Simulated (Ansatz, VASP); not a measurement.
## Mn: VASP beside Ansatz

File INCAR:

```
PREC     = Accurate       # precision mode
ENCUT    = 520            # plane-wave cutoff, eV
EDIFF    = 1E-7           # SCF threshold, eV
ISMEAR   = -1             # smearing method
SIGMA    = 0.1            # smearing width, eV
LREAL    = False          # projectors in reciprocal space
LASPH    = True           # aspherical terms in the spheres
NELM     = 100            # most SCF steps
ALGO     = Normal         # electronic algorithm
ISIF     = 2              # what is computed and relaxed
LWAVE    = False          # write WAVECAR
LCHARG   = False          # write CHGCAR
GGA      = RP             # functional
NBANDS   = 26             # bands
```

Contents of KPOINTS:

```
regular mesh
0
Gamma
  10 10 14
```

Contents of POSCAR:

```
Mn
1.0
    3.9856909132      0.0000000000      0.0000000000
   -1.9928454566      3.4517095825      0.0000000000
    0.0000000000      0.0000000000      2.4983254327
Mn
3
Direct
    1.0000000000      1.0000000000      0.0000000000
    0.3333333333      0.6666666667      0.5000000000
    0.6666666667      0.3333333333      0.5000000000
```

Input for Ansatz:

```yaml
crystal:
  lattice:
    - [3.9856909132, 0.0, 0.0]
    - [-1.9928454566, 3.4517095825, 0.0]
    - [0.0, 0.0, 2.4983254327]
  atoms:
    - { symbol: Mn, position: [1.0, 1.0, 0.0] }
    - { symbol: Mn, position: [0.3333333333, 0.6666666667, 0.5] }
    - { symbol: Mn, position: [0.6666666667, 0.3333333333, 0.5] }
hamiltonian:
  xc: rpbe
  pseudopotentials:
    kind: paw
    azcp:
      Mn: "pseudopotentials/Mn.paw.azcp"
basis:
  ecutwfc: 420
  fft_grid_basis: typed
kpoints:
  mp_grid: { grid: [10, 10, 14], shift: [0, 0, 0] }
magnetization:
  spin_polarized: false
scf:
  occupations: { method: fermi_dirac, width: 0.1 }
  lower_state_search: "off"
output:
  stress: true
```

Alike in both runs: task single point; functional RPBE; k mesh 10 × 10 × 14; occupations fermi-dirac, width 0.1 eV; no spin polarisation.

|  | VASP | Ansatz |
| --- | --- | --- |
| version | VASP 6.6.1 | Ansatz 0.2.0 |
| potentials or method | VASP PAW PBE potentials, release 64 (Mn_pv), cutoff 520 eV | plane waves (420 eV) with PAW, scalar-relativistic |
| valence electrons in the cell | 39 | 45 |

Ansatz gave:

| Property | Result |
| --- | --- |
| pressure (GPa) | -9.3 |
| traceless stress, the component that is largest in VASP (GPa) | 0.41 |

Estimate VASP's values.

pressure (GPa): -9.1; traceless stress, the component that is largest in VASP (GPa): 0.35.

VASP's potentials were made for PBE, not for RPBE. VASP's potentials hold 39 valence electrons a cell and Ansatz's 45, so a difference there can come from the potentials and not from the codes.
